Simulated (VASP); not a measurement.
# TePb (Fm-3m) in VASP: a series of runs

Runs on TePb. Level: r2SCAN+D3(BJ). Tasks: single point.

Everything below comes from runs of VASP 6.6.1. Logs are shortened: lines on timing, memory, paths and dates and some standing lists are left out, and cuts for length are marked.

### 1 The cell of the first run

The structure is cubic, space group Fm-3m (No. 225). The conventional cell has a = 6.352 Å, b = 6.352 Å, c = 6.352 Å, α = 90.00°, β = 90.00°, γ = 90.00°. Within 4.2 Å of Te (site symmetry m-3m) lie 6 Pb at 3.18 Å. Within 4.2 Å of Pb (site symmetry m-3m) lie 6 Te at 3.18 Å.

### 2 Single point, r2SCAN+D3(BJ)

POSCAR reads:

```
TePb
1.0
    0.0000000000      3.1762267067      3.1762267067
    3.1762267067      0.0000000000      3.1762267067
    3.1762267067      3.1762267067      0.0000000000
Te Pb
1 1
Direct
    0.5000000000      0.5000000000      0.5000000000
    0.0000000000      0.0000000000      0.0000000000
```

INCAR.step1 reads:

```
ALGO = Normal ; EDIFF = 1E-4
ENCUT = 520 ; GGA = PE
ISMEAR = -1 ; LASPH = T
LCHARG = F ; LREAL = F
LWAVE = T ; NBANDS = 17
NELM = 80 ; PREC = Accurate
SIGMA = 0.1
```

INCAR.step2 reads:

```
ALGO = Normal ; EDIFF = 1E-6
ENCUT = 520 ; ISIF = 2
ISMEAR = -1 ; ISTART = 1
IVDW = 12 ; LASPH = T
LCHARG = F ; LMIXTAU = T
LREAL = F ; LWAVE = F
METAGGA = R2SCAN ; NBANDS = 17
NELM = 80 ; PREC = Accurate
SIGMA = 0.1 ; VDW_A1 = 0.49484001
VDW_A2 = 5.73083694 ; VDW_S6 = 1.0
VDW_S8 = 0.78981345
```

KPOINTS reads:

```
k-points
0
Gamma
  5 5 5
```

Potentials or basis: VASP PAW PBE potentials, release 64 (Te, Pb_d).

Started as:

```sh
cat potpaw_PBE.64/Te/POTCAR potpaw_PBE.64/Pb_d/POTCAR > POTCAR
cp INCAR.step1 INCAR
mpirun -np 1 vasp_std > vasp.out
cp INCAR.step2 INCAR
mpirun -np 1 vasp_std > vasp.out
```

OUTCAR:

```text
EDIFF = 1E-6
   ENCUT = 520
   ISIF = 2
   ISMEAR = -1
   ISTART = 1
   IVDW = 12
   LASPH = T
   LREAL = F
   METAGGA = R2SCAN
   NELM = 80
   PREC = Accurate
 IVDW          = 12

 ion  position               nearest neighbor table
   1  0.500  0.500  0.500-   2 3.18   2 3.18   2 3.18   2 3.18   2 3.18   2 3.18
   2  0.000  0.000  0.000-   1 3.18   1 3.18   1 3.18   1 3.18   1 3.18   1 3.18

  LATTYP: Found a face centered cubic cell.
 ALAT       =     6.3524534134

  Lattice vectors:

 A1 = (   0.0000000000,   3.1762267067,   3.1762267067)
 A2 = (   3.1762267067,   0.0000000000,   3.1762267067)
 A3 = (   3.1762267067,   3.1762267067,   0.0000000000)

Analysis of symmetry for initial positions (statically):
=====================================================================
 Subroutine PRICEL returns:
 Original cell was already a primitive cell.

 Routine SETGRP: Setting up the symmetry group for a
 face centered cubic supercell.

 Subroutine GETGRP returns: Found 48 space group operations
 (whereof 48 operations were pure point group operations)
 out of a pool of 48 trial point group operations.

The static configuration has the point symmetry O_h .

Analysis of symmetry for dynamics (positions and initial velocities):
=====================================================================
 Subroutine PRICEL returns:
 Original cell was already a primitive cell.

 Routine SETGRP: Setting up the symmetry group for a
 face centered cubic supercell.

 Subroutine GETGRP returns: Found 48 space group operations
 (whereof 48 operations were pure point group operations)
 out of a pool of 48 trial point group operations.

The dynamic configuration has the point symmetry O_h .

 Subroutine INISYM returns: Found 48 space group operations
 (whereof 48 operations are pure point group operations),
 and found     1 'primitive' translations

----------------------------------------------------------------------------------------

                                     Primitive cell

  volume of cell :      64.0862

  direct lattice vectors                    reciprocal lattice vectors
     0.000000000  3.176226707  3.176226707    -0.157419494  0.157419494  0.157419494
     3.176226707  0.000000000  3.176226707     0.157419494 -0.157419494  0.157419494
     3.176226707  3.176226707  0.000000000     0.157419494  0.157419494 -0.157419494

  length of vectors
     4.491862886  4.491862886  4.491862886     0.272658561  0.272658561  0.272658561

  position of ions in fractional coordinates (direct lattice)
     0.500000000  0.500000000  0.500000000
     0.000000000  0.000000000  0.000000000

  ion indices of the primitive-cell ions
   primitive index   ion index
                 1           1
                 2           2

----------------------------------------------------------------------------------------

 KPOINTS: k-points

Automatic generation of k-mesh.
 Grid dimensions read from file:
 generate k-points for:    5    5    5

 Generating k-lattice:

  Cartesian coordinates                     Fractional coordinates (reciprocal lattice)
    -0.031483899  0.031483899  0.031483899     0.200000000  0.000000000  0.000000000
     0.031483899 -0.031483899  0.031483899     0.000000000  0.200000000  0.000000000
     0.031483899  0.031483899 -0.031483899     0.000000000  0.000000000  0.200000000

  Length of vectors
     0.054531712  0.054531712  0.054531712

  Shift w.r.t. Gamma in fractional coordinates (k-lattice)
     0.000000000  0.000000000  0.000000000

 Subroutine IBZKPT returns following result:
 ===========================================

 Found     10 irreducible k-points:

 Following reciprocal coordinates:
            Coordinates               Weight
  0.000000  0.000000  0.000000      1.000000
  0.200000  0.000000  0.000000      8.000000
  0.400000  0.000000  0.000000      8.000000
  0.200000  0.200000  0.000000      6.000000
  0.400000  0.200000  0.000000     24.000000
 -0.400000  0.200000  0.000000     24.000000
 -0.200000  0.200000  0.000000     12.000000
  0.400000  0.400000  0.000000      6.000000
 -0.400000  0.400000  0.000000     12.000000
 -0.400000  0.400000  0.200000     24.000000
   k-points           NKPTS =     10   k-points in BZ     NKDIM =     10   number of bands    NBANDS=     17
   number of dos      NEDOS =    301   number of ions     NIONS =      2
   total plane-waves  NPLWV =  46656
   dimension x,y,z NGX =    36 NGY =   36 NGZ =   36
   dimension x,y,z NGXF=    72 NGYF=   72 NGZF=   72
   ions per type =               1   1
   NGX,Y,Z   is equivalent  to a cutoff of  13.32, 13.32, 13.32 a.u.
   NGXF,Y,Z  is equivalent  to a cutoff of  26.65, 26.65, 26.65 a.u.
 SYSTEM =  unknown system
   PREC   = accura    normal or accurate (medium, high low for compatibility)
   ISTART =      1    job   : 0-new  1-cont  2-samecut
   ICHARG =      0    charge: 1-file 2-atom 10-const
   ISPIN  =      1    spin polarized calculation?
   LNONCOLLINEAR =      F non collinear calculations
   LSORBIT =      F    spin-orbit coupling
   LASPH  =      T    aspherical Exc in radial PAW
   ENCUT  =  520.0 eV  38.22 Ry    6.18 a.u.   8.35  8.35  8.35*2*pi/ulx,y,z
   NELM   =     80;   NELMIN=  2; NELMDL=  0     # of ELM steps
   EDIFF  = 0.1E-05   stopping-criterion for ELM
   LREAL  =      F    real-space projection
   EDIFFG = 0.1E-04   stopping-criterion for IOM
   NSW    =      0    number of steps for IOM
   IBRION =     -1    ionic relax: 0-MD 1-quasi-New 2-CG
   NFREE  =      0    steps in history (QN), initial steepest desc. (CG)
   ISIF   =      2    stress and relaxation
   ISYM   =      2    0-nonsym 1-usesym 2-fastsym
   POTIM  = 0.5000    time-step for ionic-motion
   TEBEG  =    0.0;   TEEND  =   0.0 temperature during run
   PSTRESS=    0.0 pullay stress
   NELECT =      20.0000    total number of electrons
   NUPDOWN=      -1.0000    fix difference up-down
   EMIN   =  10.00;   EMAX   =-10.00  energy-range for DOS
   EFERMI =   0.00;   METHOD = LEGACY
   ISMEAR =    -1;   SIGMA  =   0.10  broadening in eV -4-tet -1-fermi 0-gaus
   EFERMI_NEDOS =   21; number of points for ismear=-14 and -15
   IALGO  =     38    algorithm
   IMIX   =      4    mixing-type and parameters
     AMIX     =   0.40;   BMIX     =  1.00
     AMIX_MAG =   1.60;   BMIX_MAG =  1.00
  volume/ion in A,a.u.               =      32.04       216.24
  Fermi-wavevector in a.u.,A,eV,Ry     =   1.110444  2.098435 16.777153  1.233086
  Thomas-Fermi vector in A             =   2.246996
   LORBIT       =      0    0 simple, 1 ext, 2 COOP (PROOUT), +10 PAW based schemes
   METAGGA = R2SCAN    functional components
   LHFCALC =     F    Hartree Fock is set to
   AEXX    =    0.0000 exact exchange contribution
   IVDW    =    12    specifies the selected vdW correction
   LEPSILON=     F    determine dielectric tensor
   LRPA    =     F    only Hartree local field effects (RPA)
 non-spin polarized calculation
  energy-cutoff  :      520.00
  volume of cell :       64.09
 maximum number of plane-waves:      1759
 NGX is ok and might be reduce to    36
   NGX = 17   NGY = 17   NGZ = 17

 number of electron      19.9999999 magnetization

 Free energy of the ion-electron system (eV)
  ---------------------------------------------------
  ext. energy  EPLUGINS =         0.00000000
  ---------------------------------------------------
  free energy    TOTEN  =       -82.63255634 eV

  energy without entropy =      -82.63224941  energy(sigma->0) =      -82.63240288

 E-fermi :   6.7649     XC(G=0): -10.0678

 val. band max:        6.0540420878   @ k =   0.4000   0.0000   0.0000
 cond. band min:       7.4430891325   @ k =   0.4000   0.0000   0.0000
 fundamental gap:      1.3890470447
 Fermi energy:         6.7649338686

 k-point     1 :       0.0000    0.0000    0.0000
  band No.  band energies     occupation
      1     -11.2671      2.00000
      2     -11.2671      2.00000
      3     -11.2497      2.00000
      4     -11.2497      2.00000
      5     -11.2497      2.00000
      6      -6.7783      2.00000
[... 9 lines left out ...]
     16      12.2564      0.00000
     17      13.8503      0.00000

 k-point     2 :       0.2000    0.0000    0.0000
  band No.  band energies     occupation
      1     -11.2739      2.00000
      2     -11.2739      2.00000
      3     -11.2488      2.00000
      4     -11.2430      2.00000
      5     -11.2430      2.00000
      6      -6.3965      2.00000
[... 9 lines left out ...]
     16      13.0260      0.00000
     17      16.3359      0.00000

 k-point     3 :       0.4000    0.0000    0.0000
  band No.  band energies     occupation
      1     -11.2863      2.00000
      2     -11.2863      2.00000
      3     -11.2477      2.00000
      4     -11.2306      2.00000
      5     -11.2306      2.00000
      6      -5.4227      2.00000
[... 9 lines left out ...]
     16      15.0174      0.00000
     17      17.3843      0.00000

 k-point     4 :       0.2000    0.2000    0.0000
  band No.  band energies     occupation
      1     -11.2915      2.00000
      2     -11.2623      2.00000
      3     -11.2540      2.00000
      4     -11.2391      2.00000
      5     -11.2391      2.00000
      6      -6.2685      2.00000
[... 9 lines left out ...]
     16      14.2347      0.00000
     17      15.0480      0.00000

 k-point     5 :       0.4000    0.2000    0.0000
  band No.  band energies     occupation
      1     -11.3107      2.00000
      2     -11.2687      2.00000
      3     -11.2518      2.00000
      4     -11.2319      2.00000
      5     -11.2275      2.00000
      6      -5.4848      2.00000
[... 9 lines left out ...]
     16      16.0263      0.00000
     17      16.8888      0.00000

 k-point     6 :      -0.4000    0.2000    0.0000
  band No.  band energies     occupation
      1     -11.3055      2.00000
      2     -11.2813      2.00000
      3     -11.2428      2.00000
      4     -11.2334      2.00000
      5     -11.2274      2.00000
      6      -4.9424      2.00000
[... 9 lines left out ...]
     16      14.9656      0.00000
     17      17.7991      0.00000

 k-point     7 :      -0.2000    0.2000    0.0000
  band No.  band energies     occupation
      1     -11.2835      2.00000
      2     -11.2834      2.00000
      3     -11.2460      2.00000
      4     -11.2380      2.00000
      5     -11.2347      2.00000
      6      -5.7999      2.00000
[... 9 lines left out ...]
     16      15.4814      0.00000
     17      15.8967      0.00000

 k-point     8 :       0.4000    0.4000    0.0000
  band No.  band energies     occupation
      1     -11.3476      2.00000
      2     -11.2609      2.00000
      3     -11.2544      2.00000
      4     -11.2205      2.00000
      5     -11.2205      2.00000
      6      -5.0747      2.00000
[... 9 lines left out ...]
     16      16.6689      0.00000
     17      17.7496      0.00000

 k-point     9 :      -0.4000    0.4000    0.0000
  band No.  band energies     occupation
      1     -11.3433      2.00000
      2     -11.2626      2.00000
      3     -11.2546      2.00000
      4     -11.2232      2.00000
      5     -11.2201      2.00000
      6      -4.6984      2.00000
[... 9 lines left out ...]
     16      16.1938      0.00000
     17      18.3000      0.00000

 k-point    10 :      -0.4000    0.4000    0.2000
  band No.  band energies     occupation
      1     -11.3267      2.00000
      2     -11.2714      2.00000
      3     -11.2468      2.00000
      4     -11.2333      2.00000
      5     -11.2207      2.00000
      6      -4.8123      2.00000
[... 9 lines left out ...]
     16      16.8929      0.00000
     17      17.0262      0.00000

------------------------ aborting loop because EDIFF is reached ----------------------------------------

 Edisp (eV)   -0.39814

 E8    (eV) :    -0.1536

  FORCE on cell =-STRESS in cart. coord.  units (eV):
  Direction    XX          YY          ZZ          XY          YZ          ZX
  --------------------------------------------------------------------------------------
  -------------------------------------------------------------------------------------
  Total       1.34856     1.34856     1.34856    -0.00000    -0.00000    -0.00000
  in kB      33.71457    33.71457    33.71457    -0.00000    -0.00000    -0.00000
  external pressure =       33.71 kB  Pullay stress =        0.00 kB

 VOLUME and BASIS-vectors are now :
 -----------------------------------------------------------------------------
  energy-cutoff  :      520.00
  volume of cell :       64.09
      direct lattice vectors                 reciprocal lattice vectors
     0.000000000  3.176226707  3.176226707    -0.157419494  0.157419494  0.157419494
     3.176226707  0.000000000  3.176226707     0.157419494 -0.157419494  0.157419494
     3.176226707  3.176226707  0.000000000     0.157419494  0.157419494 -0.157419494

 POSITION                                       TOTAL-FORCE (eV/Angst)
 -----------------------------------------------------------------------------------
      3.17623      3.17623      3.17623         0.000000      0.000000      0.000000
      0.00000      0.00000      0.00000         0.000000      0.000000     -0.000000
 -----------------------------------------------------------------------------------
    total drift:                               -0.000000      0.000000      0.000000

  FREE ENERGIE OF THE ION-ELECTRON SYSTEM (eV)
  ---------------------------------------------------
  free  energy   TOTEN  =       -83.0306921703 eV

  energy  without entropy=      -83.0303852340  energy(sigma->0) =      -83.03053870
```

It took 35 s on 1 thread of Intel Xeon 6975P-C (Granite Rapids), shared host; peak memory 0.22 GiB.

Results:

```yaml
Free_energy: -83.0307 eV
Pressure: 3.4 GPa
Dispersion_energy_per_atom: -0.199 eV
```

Levels at points of the mesh, in eV from the Fermi level:
| k point | band 6 | band 7 | band 8 | band 9 | band 10 | band 11 | band 12 | band 13 | band 14 | band 15 |
| --- | --- | --- | --- | --- | --- | --- | --- | --- | --- | --- |
| (0.00, 0.00, 0.00) | -13.54 | -6.04 | -2.27 | -2.27 | -2.27 | 3.84 | 3.84 | 3.84 | 5.49 | 5.49 |

Caveat: this odd mesh misses L, where the gap lies, so gap, dielectric constants and Born charges aren't listed; three body term missing; the PAW data sets were made with another functional, which shifts forces and pressure a little; spin-orbit coupling is left out, which moves the levels of the heavy elements.

### 3 Single point, r2SCAN+D3(BJ)

This run uses another cell than the first one, of 33.05 Å³/atom, 1.032 times its volume.

POSCAR reads:

```
TePb
1.0
    0.0000000000      3.2093147829      3.2093147829
    3.2093147829      0.0000000000      3.2093147829
    3.2093147829      3.2093147829      0.0000000000
Te Pb
1 1
Direct
    0.5000000000      0.5000000000      0.5000000000
    0.0000000000      0.0000000000      0.0000000000
```

INCAR.step1 reads:

```
SYSTEM = TePb
  ALGO = Normal
  EDIFF = 1E-4
  ENCUT = 520
  GGA = PE
  ISMEAR = -1
  LASPH = .TRUE.
  LCHARG = .FALSE.
  LREAL = .FALSE.
  LWAVE = .TRUE.
  NBANDS = 17
  NELM = 100
  PREC = Accurate
  SIGMA = 0.1
```

INCAR.step2 reads:

```
SYSTEM = TePb
  ALGO = Normal
  EDIFF = 1E-6
  ENCUT = 520
  ISIF = 2
  ISMEAR = -1
  ISTART = 1
  IVDW = 12
  LASPH = .TRUE.
  LCHARG = .FALSE.
  LMIXTAU = .TRUE.
  LREAL = .FALSE.
  LWAVE = .FALSE.
  METAGGA = R2SCAN
  NBANDS = 17
  NELM = 100
  PREC = Accurate
  SIGMA = 0.1
  VDW_A1 = 0.49484001
  VDW_A2 = 5.73083694
  VDW_S6 = 1.0
  VDW_S8 = 0.78981345
```

KPOINTS reads:

```
k-points
0
G
  5 5 5
  0 0 0
```

Potentials or basis: VASP PAW PBE potentials, release 64 (Te, Pb_d).

Started as:

```sh
cat potpaw_PBE.64/Te/POTCAR potpaw_PBE.64/Pb_d/POTCAR > POTCAR
cp INCAR.step1 INCAR
mpirun -np 1 vasp_std > vasp.out
cp INCAR.step2 INCAR
mpirun -np 1 vasp_std > vasp.out
```

It took 33 s on 1 thread of Intel Xeon 6975P-C (Granite Rapids), shared host; peak memory 0.22 GiB.

Results (log left out):

| Quantity | Value |
| --- | --- |
| Free energy | -83.0626 eV |
| Pressure | 1.7 GPa |
| Dispersion energy per atom | -0.193 eV |

Levels at points of the mesh, in eV from the Fermi level:
| k point | band 8 | band 9 | band 10 | band 11 | band 12 | band 13 |
| --- | --- | --- | --- | --- | --- | --- |
| (0.00, 0.00, 0.00) | -2.17 | -2.17 | -2.17 | 3.79 | 3.79 | 3.79 |

Caveat: this odd mesh misses L, where the gap lies, so gap, dielectric constants and Born charges aren't listed; three body term missing; the PAW data sets were made with another functional, which shifts forces and pressure a little; spin-orbit coupling is left out, which moves the levels of the heavy elements.

(Part 1 of 2 ends here.)
